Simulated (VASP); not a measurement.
Here is a VASP 6.6.1 calculation.

The input POSCAR:

```
Cu3O2
1.0
   -2.0229820000      2.0229820000      3.6736170000
    2.0229820000     -2.0229820000      3.6736170000
    2.0229820000      2.0229820000     -3.6736170000
Cu O
3 2
Direct
    0.0000000000      0.0000000000      0.0000000000
    0.7500000000      0.2500000000      0.5000000000
    0.2500000000      0.7500000000      0.5000000000
    0.5000000000      0.0000000000      0.5000000000
    0.0000000000      0.5000000000      0.5000000000
```

Contents of INCAR.step1:

```
PREC = Accurate
ENCUT = 520
ISMEAR = 0
SIGMA = 0.05
LREAL = F
LASPH = T
NELM = 60
NBANDS = 30
GGA = PE
ALGO = Normal
EDIFF = 1E-4
LWAVE = T
LCHARG = F
```

File INCAR.step2:

```
PREC = Accurate
ENCUT = 520
EDIFF = 1E-7
ISMEAR = 0
SIGMA = 0.05
LREAL = F
LASPH = T
NELM = 60
ALGO = Normal
ISIF = 2
LWAVE = F
LCHARG = F
METAGGA = R2SCAN
LMIXTAU = T
NBANDS = 30
ISTART = 1
```

Contents of KPOINTS:

```
Automatic mesh
0
Gamma
  8 8 8
```

Potentials or basis: VASP PAW PBE potentials, release 64 (Cu, O).

Launch:

```sh
$ cat potpaw_PBE.64/Cu/POTCAR potpaw_PBE.64/O/POTCAR > POTCAR
$ cp INCAR.step1 INCAR
$ mpirun -np 1 vasp_std > vasp.out
$ cp INCAR.step2 INCAR
$ mpirun -np 1 vasp_std > vasp.out
```

Problem. Predict the pressure.

Solution. -3.7 GPa.

Stress tensor (GPa, compression positive):
```
-3.22  0.00  0.00
 0.00 -3.22  0.00
 0.00  0.00 -4.68
```

Caveat: the PAW data sets were made with another functional, which shifts forces and pressure a little; an odd number of electrons without spin polarisation forces a metal; a magnetic or distorted state may lie lower.
